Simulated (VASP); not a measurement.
The system is F.

```
F
1.0
     2.45909   -1.63047    0.10274
     2.45909    1.63047    0.10274
    -0.29490    0.00000    6.47677
F
4
Direct
  0.59627 0.90355 0.59659
  0.09645 0.40373 0.90341
  0.40373 0.09645 0.40341
  0.90355 0.59627 0.09659
```

Base run:

- Program: VASP 6.6.1
- Functional: PBE
- Potentials or basis: VASP PAW PBE potentials, release 64 (F)
- Cutoff: 520 eV
- k mesh: 10 × 10 × 4
- Occupations: gaussian, width 0.01 eV
- Spin: no spin polarisation

Its results: band gap on the k mesh 2.92 eV; pressure 5.1 GPa; largest force 1.002 eV/Å.

**Question.** The run is repeated on the same cell with these changes: functional from PBE to r2SCAN; further incar settings from ALGO = Normal; EDIFF = 1e-06; NBANDS = 22 to ALGO = Normal; EDIFF = 1e-07; NBANDS = 22. What comes out?

**Answer.** Band gap on the k mesh 3.75 eV; pressure 1.6 GPa; largest force 0.544 eV/Å.

Caveats: the stress differs along the axes, from 3 to 9 GPa (at least some runs); this functional lacks dispersion, which holds the molecules together, so the pressure and a relaxed volume are unreliable (at least some runs); forces of over 1 eV/Å act on the atoms, so gaps and moduli don't describe the material at rest (at least some runs); the PAW data sets were made with another functional, which shifts forces and pressure a little (at least some runs).

A k mesh can miss the band edges.
